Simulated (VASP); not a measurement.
Here is a VASP 6.6.1 calculation.

File INCAR:

```
PREC = Accurate
ENCUT = 520
EDIFF = 1E-7
ISMEAR = -1
SIGMA = 0.05
LREAL = F
LASPH = T
NELM = 80
ALGO = Normal
ISIF = 2
LWAVE = F
LCHARG = F
GGA = PS
IVDW = 13
NBANDS = 15
```

The input KPOINTS:

```
regular mesh
0
Gamma
  7 7 6
```

File POSCAR:

```
TaN
1.0
    2.9380000000      0.0000000000      0.0000000000
   -1.4690000000      2.5443826400      0.0000000000
    0.0000000000      0.0000000000      2.8830000000
Ta N
1 1
Direct
    0.3333333300      0.6666666700      0.5000000000
    0.0000000000      0.0000000000      0.0000000000
```

Potentials or basis: VASP PAW PBE potentials, release 64 (Ta_pv, N).

Launch:

```bash
$ cat potpaw_PBE.64/Ta_pv/POTCAR potpaw_PBE.64/N/POTCAR > POTCAR
$ mpirun -np 1 vasp_std > vasp.out
```

Estimate the dispersion energy per atom.

-0.179 eV.

Predict the band gap on the k mesh.

zero (band 8 reaches 8.30 eV, above the bottom of band 9 at 7.99 eV).

Predict the pressure.

-6.8 GPa.

Stress tensor (GPa, compression positive):
```
-6.32  0.00  0.00
 0.00 -6.32  0.00
 0.00  0.00 -7.75
```

Caveat: the k points lie up to 0.36 Å⁻¹ apart; the PAW data sets were made with another functional, which shifts forces and pressure a little; spin-orbit coupling is left out, which moves the levels of the heavy elements; pairwise dispersion overbinds metals, which lowers pressure and volume.
